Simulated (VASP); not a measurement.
# MgO (Fm-3m) in VASP: single point with PBE

Aim: the single point of MgO with PBE.

Everything below comes from runs of VASP 6.6.1. Logs are shortened: lines on timing, memory, paths and dates and some standing lists are left out, and cuts for length are marked.

### Step 1. The cell of the first run

Symmetry: Fm-3m, No. 225, cubic system. The conventional cell has a = 4.270 Å, b = 4.270 Å, c = 4.270 Å, α = 90.00°, β = 90.00°, γ = 90.00°. Within 2.8 Å of Mg (site symmetry m-3m) lie 6 O at 2.14 Å. O (site symmetry m-3m) has 6 Mg at 2.14 Å within 2.8 Å.

### Step 2. Single point, PBE

Contents of INCAR:

```
SYSTEM = MgO
  PREC = Accurate
  ENCUT = 840
  EDIFF = 1E-6
  ISMEAR = 0
  SIGMA = 0.05
  LREAL = .FALSE.
  LASPH = .TRUE.
  NELM = 120
  ALGO = Normal
  ISIF = 2
  LWAVE = .FALSE.
  LCHARG = .FALSE.
  GGA = PE
  NBANDS = 15
  GGA_COMPAT = .FALSE.
```

Contents of KPOINTS:

```
regular mesh
0
G
  10 10 10
  0 0 0
```

Contents of POSCAR:

```
MgO
1.0
    0.0000000000      2.1351491430      2.1351491430
    2.1351491430      0.0000000000      2.1351491430
    2.1351491430      2.1351491430      0.0000000000
Mg O
1 1
Direct
    0.0000000000      0.0000000000      0.0000000000
    0.5000000000      0.5000000000      0.5000000000
```

Potentials or basis: VASP PAW PBE potentials, release 64 (Mg_sv, O).

Run with:

```
> cat potpaw_PBE.64/Mg_sv/POTCAR potpaw_PBE.64/O/POTCAR > POTCAR
> mpirun -np 1 vasp_std > vasp.out
```

OUTCAR:

```text
SYSTEM = MgO
   PREC = Accurate
   ENCUT = 840
   EDIFF = 1E-6
   ISMEAR = 0
   LREAL = .FALSE.
   LASPH = .TRUE.
   NELM = 120
   ISIF = 2
   GGA = PE

 ion  position               nearest neighbor table
   1  0.000  0.000  0.000-
   2  0.500  0.500  0.500-

  LATTYP: Found a face centered cubic cell.
 ALAT       =     4.2702982860

  Lattice vectors:

 A1 = (   0.0000000000,   2.1351491430,   2.1351491430)
 A2 = (   2.1351491430,   0.0000000000,   2.1351491430)
 A3 = (   2.1351491430,   2.1351491430,   0.0000000000)

Analysis of symmetry for initial positions (statically):
=====================================================================
 Subroutine PRICEL returns:
 Original cell was already a primitive cell.

 Routine SETGRP: Setting up the symmetry group for a
 face centered cubic supercell.

 Subroutine GETGRP returns: Found 48 space group operations
 (whereof 48 operations were pure point group operations)
 out of a pool of 48 trial point group operations.

The static configuration has the point symmetry O_h .

Analysis of symmetry for dynamics (positions and initial velocities):
=====================================================================
 Subroutine PRICEL returns:
 Original cell was already a primitive cell.

 Routine SETGRP: Setting up the symmetry group for a
 face centered cubic supercell.

 Subroutine GETGRP returns: Found 48 space group operations
 (whereof 48 operations were pure point group operations)
 out of a pool of 48 trial point group operations.

The dynamic configuration has the point symmetry O_h .

 Subroutine INISYM returns: Found 48 space group operations
 (whereof 48 operations are pure point group operations),
 and found     1 'primitive' translations

----------------------------------------------------------------------------------------

                                     Primitive cell

  volume of cell :      19.4677

  direct lattice vectors                    reciprocal lattice vectors
     0.000000000  2.135149143  2.135149143    -0.234175679  0.234175679  0.234175679
     2.135149143  0.000000000  2.135149143     0.234175679 -0.234175679  0.234175679
     2.135149143  2.135149143  0.000000000     0.234175679  0.234175679 -0.234175679

  length of vectors
     3.019556876  3.019556876  3.019556876     0.405604174  0.405604174  0.405604174

  position of ions in fractional coordinates (direct lattice)
     0.000000000  0.000000000  0.000000000
     0.500000000  0.500000000  0.500000000

  ion indices of the primitive-cell ions
   primitive index   ion index
                 1           1
                 2           2

----------------------------------------------------------------------------------------

 KPOINTS: regular mesh

Automatic generation of k-mesh.
 Grid dimensions read from file:
 generate k-points for:   10   10   10

 Generating k-lattice:

  Cartesian coordinates                     Fractional coordinates (reciprocal lattice)
    -0.023417568  0.023417568  0.023417568     0.100000000  0.000000000  0.000000000
     0.023417568 -0.023417568  0.023417568     0.000000000  0.100000000  0.000000000
     0.023417568  0.023417568 -0.023417568     0.000000000  0.000000000  0.100000000

  Length of vectors
     0.040560417  0.040560417  0.040560417

  Shift w.r.t. Gamma in fractional coordinates (k-lattice)
     0.000000000  0.000000000  0.000000000

 Subroutine IBZKPT returns following result:
 ===========================================

 Found     47 irreducible k-points:

 Following reciprocal coordinates:
            Coordinates               Weight
  0.000000  0.000000  0.000000      1.000000
  0.100000  0.000000  0.000000      8.000000
  0.200000  0.000000  0.000000      8.000000
  0.300000  0.000000  0.000000      8.000000
  0.400000  0.000000  0.000000      8.000000
  0.500000  0.000000  0.000000      4.000000
[... 16 lines left out ...]
  0.300000  0.300000  0.000000      6.000000
  0.400000  0.300000  0.000000     24.000000
 [... further k-points ...]
   k-points           NKPTS =     47   k-points in BZ     NKDIM =     47   number of bands    NBANDS=     15
   number of dos      NEDOS =    301   number of ions     NIONS =      2
   total plane-waves  NPLWV =  27000
   dimension x,y,z NGX =    30 NGY =   30 NGZ =   30
   dimension x,y,z NGXF=    60 NGYF=   60 NGZF=   60
   ions per type =               1   1
   NGX,Y,Z   is equivalent  to a cutoff of  16.52, 16.52, 16.52 a.u.
   NGXF,Y,Z  is equivalent  to a cutoff of  33.03, 33.03, 33.03 a.u.
 SYSTEM =  MgO
   PREC   = accura    normal or accurate (medium, high low for compatibility)
   ISTART =      0    job   : 0-new  1-cont  2-samecut
   ICHARG =      2    charge: 1-file 2-atom 10-const
   ISPIN  =      1    spin polarized calculation?
   LNONCOLLINEAR =      F non collinear calculations
   LSORBIT =      F    spin-orbit coupling
   LASPH  =      T    aspherical Exc in radial PAW
   ENCUT  =  840.0 eV  61.74 Ry    7.86 a.u.   7.14  7.14  7.14*2*pi/ulx,y,z
   NELM   =    120;   NELMIN=  2; NELMDL= -5     # of ELM steps
   EDIFF  = 0.1E-05   stopping-criterion for ELM
   LREAL  =      F    real-space projection
[... 7 lines left out ...]
   TEBEG  =    0.0;   TEEND  =   0.0 temperature during run
   PSTRESS=    0.0 pullay stress
   NELECT =      16.0000    total number of electrons
   NUPDOWN=      -1.0000    fix difference up-down
   EMIN   =  10.00;   EMAX   =-10.00  energy-range for DOS
   EFERMI =   0.00;   METHOD = LEGACY
   ISMEAR =     0;   SIGMA  =   0.05  broadening in eV -4-tet -1-fermi 0-gaus
   EFERMI_NEDOS =   21; number of points for ismear=-14 and -15
   IALGO  =     38    algorithm
   IMIX   =      4    mixing-type and parameters
     AMIX     =   0.40;   BMIX     =  1.00
     AMIX_MAG =   1.60;   BMIX_MAG =  1.00
  volume/ion in A,a.u.               =       9.73        65.69
  Fermi-wavevector in a.u.,A,eV,Ry     =   1.533475  2.897847 31.994707  2.351545
  Thomas-Fermi vector in A             =   2.640537
   LORBIT       =      0    0 simple, 1 ext, 2 COOP (PROOUT), +10 PAW based schemes
   GGA     = PE    functional components
   LHFCALC =     F    Hartree Fock is set to
   AEXX    =    0.0000 exact exchange contribution
   IVDW    =     0    specifies the selected vdW correction
   LEPSILON=     F    determine dielectric tensor
   LRPA    =     F    only Hartree local field effects (RPA)
 non-spin polarized calculation
 Gauss-broadening in eV      SIGMA  =   0.05
  energy-cutoff  :      840.00
  volume of cell :       19.47
 maximum number of plane-waves:      1091
 NGX is ok and might be reduce to    30
   NGX = 15   NGY = 15   NGZ = 15

 number of electron      15.9999993 magnetization

 Free energy of the ion-electron system (eV)
  ---------------------------------------------------
  ext. energy  EPLUGINS =         0.00000000
  ---------------------------------------------------
  free energy    TOTEN  =       -11.88433211 eV

  energy without entropy =      -11.88433211  energy(sigma->0) =      -11.88433211

 E-fermi :   2.9766     XC(G=0): -11.1855

 val. band max:        2.6259814153   @ k =   0.0000   0.0000   0.0000
 cond. band min:       6.9762643433   @ k =   0.0000   0.0000   0.0000
 fundamental gap:      4.3502829280
 Fermi energy:         2.9765727912

 k-point     1 :       0.0000    0.0000    0.0000
  band No.  band energies     occupation
      1     -69.7874      2.00000
      2     -36.5169      2.00000
      3     -36.5169      2.00000
      4     -36.5169      2.00000
      5     -14.4183      2.00000
      6       2.6260      2.00000
      7       2.6260      2.00000
      8       2.6260      2.00000
      9       6.9763      0.00000
     10      18.1971      0.00000
     11      18.1972      0.00000
     12      18.1972      0.00000
     13      22.0025      0.00000
     14      23.7373      0.00000
     15      23.7373      0.00000

 k-point     2 :       0.1000    0.0000    0.0000
  band No.  band energies     occupation
      1     -69.7867      2.00000
      2     -36.5239      2.00000
      3     -36.5177      2.00000
      4     -36.5177      2.00000
      5     -14.3176      2.00000
      6       1.9832      2.00000
      7       2.5630      2.00000
      8       2.5630      2.00000
      9       7.6086      0.00000
     10      16.9589      0.00000
     11      18.4219      0.00000
     12      18.4219      0.00000
     13      22.9595      0.00000
     14      22.9595      0.00000
     15      23.5847      0.00000

 k-point     3 :       0.2000    0.0000    0.0000
  band No.  band energies     occupation
      1     -69.7850      2.00000
      2     -36.5423      2.00000
      3     -36.5196      2.00000
      4     -36.5196      2.00000
      5     -14.0417      2.00000
      6       0.7051      2.00000
      7       2.4033      2.00000
      8       2.4033      2.00000
      9       8.8073      0.00000
     10      15.4358      0.00000
     11      18.8563      0.00000
     12      18.8563      0.00000
     13      22.2605      0.00000
     14      22.2605      0.00000
     15      24.2813      0.00000
[... 343 lines left out ...]
 k-point    23 :       0.3000    0.3000    0.0000
  band No.  band energies     occupation
      1     -69.7813      2.00000
      2     -36.5594      2.00000
      3     -36.5330      2.00000
      4     -36.5330      2.00000
      5     -13.4949      2.00000
      6      -0.4083      2.00000
      7       1.7355      2.00000
      8       1.7355      2.00000
      9      11.0660      0.00000
     10      12.9759      0.00000
     11      16.6339      0.00000
     12      20.0810      0.00000
     13      20.0810      0.00000
     14      26.3165      0.00000
     15      29.1949      0.00000

 k-point    24 :       0.4000    0.3000    0.0000
  band No.  band energies     occupation
      1     -69.7799      2.00000
      2     -36.5685      2.00000
      3     -36.5377      2.00000
      4     -36.5356      2.00000
      5     -13.2700      2.00000
      6      -0.8022      2.00000
      7       1.3879      2.00000
      8       1.5955      2.00000
      9      11.8116      0.00000
     10      12.6802      0.00000
     11      15.8173      0.00000
     12      20.2870      0.00000
     13      20.4853      0.00000
     14      27.0153      0.00000
     15      28.8068      0.00000

 [... further k-points ...]
[... 5 lines left out ...]
  --------------------------------------------------------------------------------------
  -------------------------------------------------------------------------------------
  Total       -0.2029838     -0.2029838     -0.2029838      0.0000000     -0.0000000      0.0000000
  in kB      -16.7054186    -16.7054186    -16.7054186      0.0000000     -0.0000000      0.0000000
  external PRESSURE =     -16.7054186 kB  Pullay stress =       0.0000000 kB

 VOLUME and BASIS-vectors are now :
 -----------------------------------------------------------------------------
  energy-cutoff  :      840.00
  volume of cell :       19.47
      direct lattice vectors                 reciprocal lattice vectors
     0.000000000  2.135149143  2.135149143    -0.234175679  0.234175679  0.234175679
     2.135149143  0.000000000  2.135149143     0.234175679 -0.234175679  0.234175679
     2.135149143  2.135149143  0.000000000     0.234175679  0.234175679 -0.234175679

 POSITION                                       TOTAL-FORCE (eV/Angst)
 -----------------------------------------------------------------------------------
      0.00000      0.00000      0.00000         0.000000     -0.000000      0.000000
      2.13515      2.13515      2.13515        -0.000000      0.000000     -0.000000
 -----------------------------------------------------------------------------------
    total drift:                                0.000000      0.000000      0.000000

  FREE ENERGIE OF THE ION-ELECTRON SYSTEM (eV)
  ---------------------------------------------------
  free  energy   TOTEN  =       -11.8843321102 eV

  energy  without entropy=      -11.8843321102  energy(sigma->0) =      -11.88433211
```

Wall time 56 s (1 thread of Intel Xeon Platinum 8375C at 2.90GHz (Ice Lake), shared host); peak memory 0.17 GiB.

Results:

| Item | Value |
| --- | --- |
| Free energy | -11.8843 eV |
| Pressure | -1.7 GPa |
| Band gap on the k mesh | 4.35 eV |

Levels at points of the mesh, in eV from the valence-band top:
```tsv
k point	band 6	band 7	band 8	band 9	band 10	band 11
(0.00, 0.00, 0.00)	0.00	0.00	0.00	4.35	15.57	15.57
(0.50, 0.00, 0.00)	-4.43	-0.61	-0.61	7.65	12.15	15.91
(0.50, 0.50, 0.00)	-3.89	-1.28	-1.28	9.07	9.56	12.67
```

Expect the measured gap to be larger: semilocal functionals such as PBE lack the derivative discontinuity.
